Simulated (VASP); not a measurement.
# CsH (F-43m) in VASP: notebook

Runs on CsH. Level: r2SCAN. Tasks: single point.

Everything below comes from runs of VASP 6.6.1. Logs are shortened: lines on timing, memory, paths and dates and some standing lists are left out, and cuts for length are marked.

## 1. The cell of the first run

It takes space group F-43m (No. 216, cubic). Conventional cell: a = 4.802 Å, b = 4.802 Å, c = 4.802 Å, α = 90.00°, β = 90.00°, γ = 90.00°. Within 2.8 Å of Cs (site symmetry -43m) lie 4 H at 2.08 Å. Within 2.8 Å of H (site symmetry -43m) lie 4 Cs at 2.08 Å.

## 2. Single point, r2SCAN

Input file POSCAR:

```
CsH
1.0
    0.0000000000      2.4007547050      2.4007547050
    2.4007547050      0.0000000000      2.4007547050
    2.4007547050      2.4007547050      0.0000000000
Cs H
1 1
Direct
    0.0000000000      0.0000000000      0.0000000000
    0.2500000000      0.2500000000      0.2500000000
```

Input file INCAR.step1:

```
PREC = Accurate
ENCUT = 550
ISMEAR = -1
SIGMA = 0.01
LREAL = F
LASPH = T
NELM = 120
NBANDS = 12
GGA = PE
ALGO = Normal
EDIFF = 1E-5
LWAVE = T
LCHARG = F
GGA_COMPAT = F
```

Input file INCAR.step2:

```
PREC = Accurate
ENCUT = 550
EDIFF = 1E-6
ISMEAR = -1
SIGMA = 0.01
LREAL = F
LASPH = T
NELM = 120
ALGO = Normal
ISIF = 2
LWAVE = F
LCHARG = F
METAGGA = R2SCAN
LMIXTAU = T
NBANDS = 12
ISTART = 1
GGA_COMPAT = F
```

Input file KPOINTS:

```
Automatic mesh
0
Gamma
  4 4 4
```

Potentials or basis: VASP PAW PBE potentials, release 64 (Cs_sv, H).

The run is started by

```sh
cat potpaw_PBE.64/Cs_sv/POTCAR potpaw_PBE.64/H/POTCAR > POTCAR
cp INCAR.step1 INCAR
mpirun -np 1 vasp_std > vasp.out
cp INCAR.step2 INCAR
mpirun -np 1 vasp_std > vasp.out
```

OUTCAR:

```text
PREC = Accurate
   ENCUT = 550
   EDIFF = 1E-6
   ISMEAR = -1
   LREAL = F
   LASPH = T
   NELM = 120
   ISIF = 2
   METAGGA = R2SCAN
   ISTART = 1

 ion  position               nearest neighbor table
   1  0.000  0.000  0.000-
   2  0.250  0.250  0.250-

  LATTYP: Found a face centered cubic cell.
 ALAT       =     4.8015094100

  Lattice vectors:

 A1 = (   0.0000000000,   2.4007547050,   2.4007547050)
 A2 = (   2.4007547050,   0.0000000000,   2.4007547050)
 A3 = (   2.4007547050,   2.4007547050,   0.0000000000)

Analysis of symmetry for initial positions (statically):
=====================================================================
 Subroutine PRICEL returns:
 Original cell was already a primitive cell.

 Routine SETGRP: Setting up the symmetry group for a
 face centered cubic supercell.

 Subroutine GETGRP returns: Found 24 space group operations
 (whereof 24 operations were pure point group operations)
 out of a pool of 48 trial point group operations.

The static configuration has the point symmetry T_d .

Analysis of symmetry for dynamics (positions and initial velocities):
=====================================================================
 Subroutine PRICEL returns:
 Original cell was already a primitive cell.

 Routine SETGRP: Setting up the symmetry group for a
 face centered cubic supercell.

 Subroutine GETGRP returns: Found 24 space group operations
 (whereof 24 operations were pure point group operations)
 out of a pool of 48 trial point group operations.

The dynamic configuration has the point symmetry T_d .

 Subroutine INISYM returns: Found 24 space group operations
 (whereof 24 operations are pure point group operations),
 and found     1 'primitive' translations

----------------------------------------------------------------------------------------

                                     Primitive cell

  volume of cell :      27.6741

  direct lattice vectors                    reciprocal lattice vectors
     0.000000000  2.400754705  2.400754705    -0.208267841  0.208267841  0.208267841
     2.400754705  0.000000000  2.400754705     0.208267841 -0.208267841  0.208267841
     2.400754705  2.400754705  0.000000000     0.208267841  0.208267841 -0.208267841

  length of vectors
     3.395179864  3.395179864  3.395179864     0.360730483  0.360730483  0.360730483

  position of ions in fractional coordinates (direct lattice)
     0.000000000  0.000000000  0.000000000
     0.250000000  0.250000000  0.250000000

  ion indices of the primitive-cell ions
   primitive index   ion index
                 1           1
                 2           2

----------------------------------------------------------------------------------------

 KPOINTS: Automatic mesh

Automatic generation of k-mesh.
 Grid dimensions read from file:
 generate k-points for:    4    4    4

 Generating k-lattice:

  Cartesian coordinates                     Fractional coordinates (reciprocal lattice)
    -0.052066960  0.052066960  0.052066960     0.250000000  0.000000000  0.000000000
     0.052066960 -0.052066960  0.052066960     0.000000000  0.250000000  0.000000000
     0.052066960  0.052066960 -0.052066960     0.000000000  0.000000000  0.250000000

  Length of vectors
     0.090182621  0.090182621  0.090182621

  Shift w.r.t. Gamma in fractional coordinates (k-lattice)
     0.000000000  0.000000000  0.000000000

 Subroutine IBZKPT returns following result:
 ===========================================

 Found      8 irreducible k-points:

 Following reciprocal coordinates:
            Coordinates               Weight
  0.000000  0.000000  0.000000      1.000000
  0.250000  0.000000  0.000000      8.000000
  0.500000  0.000000  0.000000      4.000000
  0.250000  0.250000  0.000000      6.000000
  0.500000  0.250000  0.000000     24.000000
 -0.250000  0.250000  0.000000     12.000000
  0.500000  0.500000  0.000000      3.000000
 -0.250000  0.500000  0.250000      6.000000
   k-points           NKPTS =      8   k-points in BZ     NKDIM =      8   number of bands    NBANDS=     12
   number of dos      NEDOS =    301   number of ions     NIONS =      2
   total plane-waves  NPLWV =  21952
   dimension x,y,z NGX =    28 NGY =   28 NGZ =   28
   dimension x,y,z NGXF=    56 NGYF=   56 NGZF=   56
   ions per type =               1   1
   NGX,Y,Z   is equivalent  to a cutoff of  13.71, 13.71, 13.71 a.u.
   NGXF,Y,Z  is equivalent  to a cutoff of  27.42, 27.42, 27.42 a.u.
 SYSTEM =  unknown system
   PREC   = accura    normal or accurate (medium, high low for compatibility)
   ISTART =      1    job   : 0-new  1-cont  2-samecut
   ICHARG =      0    charge: 1-file 2-atom 10-const
   ISPIN  =      1    spin polarized calculation?
   LNONCOLLINEAR =      F non collinear calculations
   LSORBIT =      F    spin-orbit coupling
   LASPH  =      T    aspherical Exc in radial PAW
   ENCUT  =  550.0 eV  40.42 Ry    6.36 a.u.   6.49  6.49  6.49*2*pi/ulx,y,z
   NELM   =    120;   NELMIN=  2; NELMDL=  0     # of ELM steps
   EDIFF  = 0.1E-05   stopping-criterion for ELM
   LREAL  =      F    real-space projection
   EDIFFG = 0.1E-04   stopping-criterion for IOM
   NSW    =      0    number of steps for IOM
   IBRION =     -1    ionic relax: 0-MD 1-quasi-New 2-CG
   NFREE  =      0    steps in history (QN), initial steepest desc. (CG)
   ISIF   =      2    stress and relaxation
   ISYM   =      2    0-nonsym 1-usesym 2-fastsym
   POTIM  = 0.5000    time-step for ionic-motion
   TEBEG  =    0.0;   TEEND  =   0.0 temperature during run
   PSTRESS=    0.0 pullay stress
   NELECT =      10.0000    total number of electrons
   NUPDOWN=      -1.0000    fix difference up-down
   EMIN   =  10.00;   EMAX   =-10.00  energy-range for DOS
   EFERMI =   0.00;   METHOD = LEGACY
   ISMEAR =    -1;   SIGMA  =   0.01  broadening in eV -4-tet -1-fermi 0-gaus
   EFERMI_NEDOS =   21; number of points for ismear=-14 and -15
   IALGO  =     38    algorithm
   IMIX   =      4    mixing-type and parameters
     AMIX     =   0.40;   BMIX     =  1.00
     AMIX_MAG =   1.60;   BMIX_MAG =  1.00
  volume/ion in A,a.u.               =      13.84        93.38
  Fermi-wavevector in a.u.,A,eV,Ry     =   1.166050  2.203514 18.499458  1.359672
  Thomas-Fermi vector in A             =   2.302568
   LORBIT       =      0    0 simple, 1 ext, 2 COOP (PROOUT), +10 PAW based schemes
   METAGGA = R2SCAN    functional components
   LHFCALC =     F    Hartree Fock is set to
   AEXX    =    0.0000 exact exchange contribution
   IVDW    =     0    specifies the selected vdW correction
   LEPSILON=     F    determine dielectric tensor
   LRPA    =     F    only Hartree local field effects (RPA)
 non-spin polarized calculation
  energy-cutoff  :      550.00
  volume of cell :       27.67
 maximum number of plane-waves:       869
 NGX is ok and might be reduce to    28
   NGX = 13   NGY = 13   NGZ = 13

 number of electron      10.0000001 magnetization

 Free energy of the ion-electron system (eV)
  ---------------------------------------------------
  ext. energy  EPLUGINS =         0.00000000
  ---------------------------------------------------
  free energy    TOTEN  =       -25.04552456 eV

  energy without entropy =      -25.04422491  energy(sigma->0) =      -25.04487473

 E-fermi :   6.1154     XC(G=0): -11.6068

 val. band max:        5.6729424784   @ k =   0.5000   0.5000   0.0000
 cond. band min:       6.1154207332   @ k =  -0.2500   0.5000   0.2500
 fundamental gap:      0.4424782548
 Fermi energy:         6.1154207331

 k-point     1 :       0.0000    0.0000    0.0000
  band No.  band energies     occupation
      1     -18.6154      2.00000
      2      -1.1391      2.00000
      3      -1.1391      2.00000
      4      -1.1391      2.00000
      5       4.2031      2.00000
      6      10.7517      0.00000
      7      10.7517      0.00000
      8      10.7517      0.00000
      9      11.1376      0.00000
     10      15.4749      0.00000
     11      15.4749      0.00000
     12      19.7377      0.00000

 k-point     2 :       0.2500    0.0000    0.0000
  band No.  band energies     occupation
      1     -17.9263      2.00000
      2      -4.7904      2.00000
      3      -1.5493      2.00000
      4      -1.5493      2.00000
      5       4.2994      2.00000
      6      11.2577      0.00000
      7      11.2577      0.00000
      8      11.4427      0.00000
      9      14.4711      0.00000
     10      14.6846      0.00000
     11      14.6846      0.00000
     12      19.8399      0.00000

 k-point     3 :       0.5000    0.0000    0.0000
  band No.  band energies     occupation
      1     -17.0296      2.00000
      2      -7.4864      2.00000
      3      -1.9009      2.00000
      4      -1.9009      2.00000
      5       3.6189      2.00000
      6      10.3873      0.00000
      7      10.3873      0.00000
      8      13.1002      0.00000
      9      15.6089      0.00000
     10      18.9403      0.00000
     11      18.9403      0.00000
     12      22.3676      0.00000

 k-point     4 :       0.2500    0.2500    0.0000
  band No.  band energies     occupation
      1     -17.6887      2.00000
      2      -4.6605      2.00000
      3      -2.3786      2.00000
      4      -2.3786      2.00000
      5       4.0819      2.00000
      6       8.4894      0.00000
      7      12.1802      0.00000
      8      13.9271      0.00000
      9      13.9271      0.00000
     10      16.8571      0.00000
     11      18.2220      0.00000
     12      22.0811      0.00000

 k-point     5 :       0.5000    0.2500    0.0000
  band No.  band energies     occupation
      1     -16.7640      2.00000
      2      -6.7624      2.00000
      3      -4.1096      2.00000
      4      -2.6894      2.00000
      5       4.6483      2.00000
      6       8.5125      0.00000
      7      12.0338      0.00000
      8      13.4262      0.00000
      9      18.8037      0.00000
     10      19.1945      0.00000
     11      19.4406      0.00000
     12      23.1235      0.00000

 k-point     6 :      -0.2500    0.2500    0.0000
  band No.  band energies     occupation
      1     -17.0840      2.00000
      2      -6.0936      2.00000
      3      -4.3355      2.00000
      4      -1.9438      2.00000
      5       5.3409      2.00000
      6       9.5539      0.00000
      7      11.9954      0.00000
      8      12.4524      0.00000
      9      13.8555      0.00000
     10      18.5788      0.00000
     11      20.4344      0.00000
     12      22.0657      0.00000

 k-point     7 :       0.5000    0.5000    0.0000
  band No.  band energies     occupation
      1     -16.4410      2.00000
      2      -7.3543      2.00000
      3      -3.3273      2.00000
      4      -3.3273      2.00000
      5       2.9714      2.00000
      6       5.6729      2.00000
      7      15.5660      0.00000
      8      19.2937      0.00000
      9      19.9535      0.00000
     10      19.9535      0.00000
     11      21.0806      0.00000
     12      21.0806      0.00000

 k-point     8 :      -0.2500    0.5000    0.2500
  band No.  band energies     occupation
      1     -16.4199      2.00000
      2      -6.5676      2.00000
      3      -5.0855      2.00000
      4      -3.7684      2.00000
      5       6.1154      1.00000
      6       8.4918      0.00000
      7      11.1263      0.00000
      8      12.9234      0.00000
      9      20.1436      0.00000
     10      20.9658      0.00000
     11      21.7316      0.00000
     12      23.7062      0.00000

------------------------ aborting loop because EDIFF is reached ----------------------------------------

  FORCE on cell =-STRESS in cart. coord.  units (eV):
  Direction    XX          YY          ZZ          XY          YZ          ZX
  --------------------------------------------------------------------------------------
  -------------------------------------------------------------------------------------
  Total        8.3371551      8.3371551      8.3371551      0.0000000      0.0000000     -0.0000000
  in kB      482.6753304    482.6753304    482.6753304      0.0000000      0.0000000     -0.0000000
  external PRESSURE =     482.6753304 kB  Pullay stress =       0.0000000 kB

 VOLUME and BASIS-vectors are now :
 -----------------------------------------------------------------------------
  energy-cutoff  :      550.00
  volume of cell :       27.67
      direct lattice vectors                 reciprocal lattice vectors
     0.000000000  2.400754705  2.400754705    -0.208267841  0.208267841  0.208267841
     2.400754705  0.000000000  2.400754705     0.208267841 -0.208267841  0.208267841
     2.400754705  2.400754705  0.000000000     0.208267841  0.208267841 -0.208267841

 POSITION                                       TOTAL-FORCE (eV/Angst)
 -----------------------------------------------------------------------------------
      0.00000      0.00000      0.00000         0.000000      0.000000      0.000000
      1.20038      1.20038      1.20038        -0.000000     -0.000000     -0.000000
 -----------------------------------------------------------------------------------
    total drift:                                0.000000      0.000000      0.000000

  FREE ENERGIE OF THE ION-ELECTRON SYSTEM (eV)
  ---------------------------------------------------
  free  energy   TOTEN  =       -25.0455245571 eV

  energy  without entropy=      -25.0442249062  energy(sigma->0) =      -25.04487473
```

Run time: 11 s. Hardware: 1 thread of Intel Xeon 6975P-C (Granite Rapids), shared host; peak memory 0.15 GiB.

Results:

- Free energy: -25.0455 eV
- Pressure: 48.3 GPa
- Band gap on the k mesh: zero (bands 5 and 6 overlap by 0.44 eV)

Levels at points of the mesh, in eV from the Fermi level:
| k point | band 3 | band 4 | band 5 | band 6 | band 7 | band 8 |
| --- | --- | --- | --- | --- | --- | --- |
| (0.00, 0.00, 0.00) | -7.25 | -7.25 | -1.91 | 4.64 | 4.64 | 4.64 |
| (0.50, 0.00, 0.00) | -8.02 | -8.02 | -2.50 | 4.27 | 4.27 | 6.98 |
| (0.50, 0.50, 0.00) | -9.44 | -9.44 | -3.14 | -0.44 | 9.45 | 13.18 |

Caveat: the k points lie up to 0.57 Å⁻¹ apart; the PAW data sets were made with another functional, which shifts forces and pressure a little; spin-orbit coupling is left out, which moves the levels of the heavy elements.

## 3. Single point, r2SCAN

This run uses another cell than the first one, of 16.36 Å³/atom.

Input file POSCAR:

```
CsH
1.0
    0.0000000000      2.5385312168      2.5385312168
    2.5385312168      0.0000000000      2.5385312168
    2.5385312168      2.5385312168      0.0000000000
Cs H
1 1
Direct
    0.0000000000      0.0000000000      0.0000000000
    0.2500000000      0.2500000000      0.2500000000
```

Input file INCAR.step1:

```
SYSTEM = CsH
PREC = Accurate
ENCUT = 550
ISMEAR = -1
SIGMA = 0.01
LREAL = .False.
LASPH = .True.
NELM = 120
NBANDS = 12
GGA = PE
ALGO = Normal
EDIFF = 1E-5
LWAVE = .True.
LCHARG = .False.
GGA_COMPAT = .False.
```

Input file INCAR.step2:

```
SYSTEM = CsH
PREC = Accurate
ENCUT = 550
EDIFF = 1E-6
ISMEAR = -1
SIGMA = 0.01
LREAL = .False.
LASPH = .True.
NELM = 120
ALGO = Normal
ISIF = 2
LWAVE = .False.
LCHARG = .False.
METAGGA = R2SCAN
LMIXTAU = .True.
NBANDS = 12
ISTART = 1
GGA_COMPAT = .False.
```

Input file KPOINTS:

```
Automatic mesh
0
Gamma
  4 4 4
  0 0 0
```

Potentials or basis: VASP PAW PBE potentials, release 64 (Cs_sv, H).

The run is started by

```sh
cat potpaw_PBE.64/Cs_sv/POTCAR potpaw_PBE.64/H/POTCAR > POTCAR
cp INCAR.step1 INCAR
mpirun -np 1 vasp_std > vasp.out
cp INCAR.step2 INCAR
mpirun -np 1 vasp_std > vasp.out
```

Wall time 11 s (1 thread of Intel Xeon 6975P-C (Granite Rapids), shared host); peak memory 0.16 GiB.

It converged, with:

* Free energy: -26.2751 eV
* Pressure: 31.7 GPa
* Band gap on the k mesh: 0.41 eV (least direct gap 2.56 eV)

Levels at points of the mesh, in eV from the valence-band top:
```tsv
k point	band 1	band 2	band 3	band 4	band 5	band 6	band 7	band 8	band 9	band 10
(0.00, 0.00, 0.00)	-23.51	-7.40	-7.40	-7.40	-1.94	4.96	4.98	4.98	4.98	9.00
(0.50, 0.00, 0.00)	-22.51	-12.03	-7.93	-7.93	-1.91	4.68	4.68	7.12	8.01	11.92
(0.50, 0.50, 0.00)	-22.16	-11.92	-8.94	-8.94	-2.15	0.41	8.11	12.17	12.73	12.73
```

Caveat: the k points lie up to 0.54 Å⁻¹ apart; the PAW data sets were made with another functional, which shifts forces and pressure a little; spin-orbit coupling is left out, which moves the levels of the heavy elements. A k mesh can miss the band edges.

## 4. Single point, r2SCAN

This run uses another cell than the first one, of 20.89 Å³/atom.

Input file POSCAR:

```
CsH
1.0
    0.0000000000      2.7541327712      2.7541327712
    2.7541327712      0.0000000000      2.7541327712
    2.7541327712      2.7541327712      0.0000000000
Cs H
1 1
Direct
    0.0000000000      0.0000000000      0.0000000000
    0.2500000000      0.2500000000      0.2500000000
```

Input file INCAR.step1:

```
PREC     = Accurate       # precision mode
ENCUT    = 550            # plane-wave cutoff, eV
ISMEAR   = -1             # smearing method
SIGMA    = 0.01           # smearing width, eV
LREAL    = False          # projectors in reciprocal space
LASPH    = True           # aspherical terms in the spheres
NELM     = 120            # most SCF steps
NBANDS   = 12             # bands
GGA      = PE             # functional
ALGO     = Normal         # electronic algorithm
EDIFF    = 1E-5           # SCF threshold, eV
LWAVE    = True           # write WAVECAR
LCHARG   = False          # write CHGCAR
GGA_COMPAT= False
```

Input file INCAR.step2:

```
PREC     = Accurate       # precision mode
ENCUT    = 550            # plane-wave cutoff, eV
EDIFF    = 1E-6           # SCF threshold, eV
ISMEAR   = -1             # smearing method
SIGMA    = 0.01           # smearing width, eV
LREAL    = False          # projectors in reciprocal space
LASPH    = True           # aspherical terms in the spheres
NELM     = 120            # most SCF steps
ALGO     = Normal         # electronic algorithm
ISIF     = 2              # what is computed and relaxed
LWAVE    = False          # write WAVECAR
LCHARG   = False          # write CHGCAR
METAGGA  = R2SCAN         # meta-GGA
LMIXTAU  = True         
NBANDS   = 12             # bands
ISTART   = 1            
GGA_COMPAT= False
```

Input file KPOINTS:

```
regular mesh
0
Gamma
  4 4 4
```

The run is started by

```sh
cat potpaw_PBE.64/Cs_sv/POTCAR potpaw_PBE.64/H/POTCAR > POTCAR
cp INCAR.step1 INCAR
mpirun -np 1 vasp_std > vasp.out
cp INCAR.step2 INCAR
mpirun -np 1 vasp_std > vasp.out
```

It took 12 s on 1 thread of Intel Xeon 6975P-C (Granite Rapids), shared host; peak memory 0.16 GiB.

The run converged. Its results:

```yaml
Free_energy: -27.5443 eV
Pressure: 15.5 GPa
Band_gap_on_the_k_mesh: 1.54 eV (least direct gap 2.61 eV)
```

Levels at points of the mesh, in eV from the valence-band top:
| k point | band 3 | band 4 | band 5 | band 6 | band 7 | band 8 |
| --- | --- | --- | --- | --- | --- | --- |
| (0.00, 0.00, 0.00) | -7.47 | -7.47 | -1.86 | 5.03 | 5.41 | 5.41 |
| (0.50, 0.00, 0.00) | -7.78 | -7.78 | -1.20 | 5.18 | 5.18 | 6.24 |
| (0.50, 0.50, 0.00) | -8.36 | -8.36 | -1.07 | 1.54 | 6.62 | 11.03 |

Caveat: the k points lie up to 0.49 Å⁻¹ apart; the PAW data sets were made with another functional, which shifts forces and pressure a little; spin-orbit coupling is left out, which moves the levels of the heavy elements. A k mesh can miss the band edges.

## 5. The runs side by side

```tsv
cell	gap on the mesh (eV)	pressure (GPa)
a = 3.395 Å, angles 60.0°, 2 atoms	none	48.3
a = 3.590 Å, angles 60.0°, 2 atoms	0.41	31.7
a = 3.895 Å, angles 60.0°, 2 atoms	1.54	15.5
```

Alike in all rows: task single point; level r2SCAN; potentials or basis VASP PAW PBE potentials, release 64 (Cs_sv, H); no spin polarisation; k mesh 4 × 4 × 4; cutoff (eV) 550; smearing fermi-dirac 0.01 eV.

Caveats: all runs use coarse meshes; the PAW data sets were made with another functional, which shifts forces and pressure a little; spin-orbit coupling is left out, which moves the levels of the heavy elements.

Total energies depend on the potentials used, so only differences within one code and one set of settings carry meaning.
